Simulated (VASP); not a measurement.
A run of VASP 6.6.1:

The input INCAR:

```
SYSTEM = HfSiO4
PREC = Accurate
ENCUT = 600
EDIFF = 1E-7
ISMEAR = 0
SIGMA = 0.1
LREAL = .False.
LASPH = .True.
NELM = 60
ALGO = Normal
ISIF = 3
LWAVE = .False.
LCHARG = .False.
GGA = PE
IBRION = 2
NSW = 90
EDIFFG = -0.04
```

File KPOINTS:

```
Automatic mesh
0
Gamma
  6 6 6
  0 0 0
```

The input POSCAR:

```
HfSiO4
1.0
    5.2090259252      0.0000000000      0.0000000000
   -2.6045129626      4.5111487802      0.0000000000
    0.0000000000      0.0000000000      2.7528517258
Hf Si O
1 1 4
Direct
    0.0000000000      0.0000000000      0.0000000000
    0.3333333333      0.6666666667      0.0000000000
    0.6666666667      0.3333333333      0.0000000000
    0.0453803169      0.5226901585      0.5000000000
    0.4773098415      0.5226901585      0.5000000000
    0.4773098415      0.9546196831      0.5000000000
```

Potentials or basis: VASP PAW PBE potentials, release 64 (Hf_pv, Si, O).

Command:

```sh
$ cat potpaw_PBE.64/Hf_pv/POTCAR potpaw_PBE.64/Si/POTCAR potpaw_PBE.64/O/POTCAR > POTCAR
$ mpirun -np 1 vasp_std > vasp.out
```

Hardware: 1 thread of Intel(R) Xeon(R) Platinum 8259CL CPU @ 2.50GHz (Skylake/Cascade Lake) (shared host).

**Question.** How long does it take, and how much memory?

**Answer.** It took 6.1 min on 1 thread of Intel(R) Xeon(R) Platinum 8259CL CPU @ 2.50GHz (Skylake/Cascade Lake), on a shared host, peak memory 0.24 GiB. Counts: scf iterations 108, k points 28, ion steps 10.
